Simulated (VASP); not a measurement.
## Mg: density of states with PBE

Mg:

```
Mg
1.0
     2.40133    0.00000    0.00000
    -1.20066    2.07961    0.00000
     0.00000    0.00000    2.21171
Mg
1
Direct
  0.00000 0.00000 0.00000
```

This cell differs from its parent crystal: volume scaled by 0.43.

| Item | Value |
| --- | --- |
| Program | VASP 6.6.1 |
| Task | density of states |
| Functional | PBE |
| Potentials or basis | VASP PAW PBE potentials, release 64 (Mg) |
| Cutoff | 520 eV |
| k mesh | 14 × 14 × 13 |
| Occupations | fermi-dirac, width 0.1 eV |
| Spin | no spin polarisation |
| Dipole correction | no |
| k mesh for the DOS | 21 × 21 × 20 |
| Occupations for the DOS | tetrahedron |
| Further INCAR settings | ALGO = Normal; EDIFF = 1e-06; NBANDS = 7 |

```yaml
Valence_electrons_inside_the_program's_atomic_spheres: Mg 0.70
```

Levels at points of the mesh, in eV from the Fermi level:
| k point | band 1 | band 2 | band 3 | band 4 |
| --- | --- | --- | --- | --- |
| (0.00, 0.00, 0.00) | -10.77 | 12.36 | 17.05 | 17.05 |
| (0.00, 0.00, 0.50) | -4.19 | -2.45 | 21.95 | 21.95 |

Run time: 36 s on 1 thread of AMD EPYC 7R13 Processor (Zen 3) (shared host), peak memory 0.13 GiB.
